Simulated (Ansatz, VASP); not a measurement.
One calculation of Sc, two programs

```
Sc
1.0
     3.40806    0.00000    0.00000
    -1.70403    2.95147    0.00000
     0.00000    0.00000    5.26800
Sc
2
Cartesian
  0.0000 1.9676 1.3170
  1.7040 0.9838 3.9510
```

Change from the starting cell: strain +0.030 along x and y, +0.000 along z, atoms carried along.

Alike in both runs: task single point; functional PBE; k mesh 18 × 18 × 10; occupations gaussian, width 0.15 eV; no spin polarisation.

```csv
,VASP,Ansatz
version,VASP 6.6.1,Ansatz 0.2.0
potentials or method,"VASP PAW PBE potentials, release 64 (Sc_sv), cutoff 520 eV","scalar-relativistic, plane waves, PAW"
valence electrons in the cell,22,22
```

Ansatz gave:

* gap on the k mesh at the Fermi level (eV): none
* pressure (GPa): -3.4
* traceless stress, the component that is largest in VASP (GPa): 0.43

Problem. Which values does VASP return?

Solution. gap on the k mesh at the Fermi level (eV): none; pressure (GPa): -3.4; traceless stress, the component that is largest in VASP (GPa): 0.44.

A gap of «none» marks a metal or a gap that the smearing closes. The functional is the same, so the differences come from potentials, cutoffs and numerics.
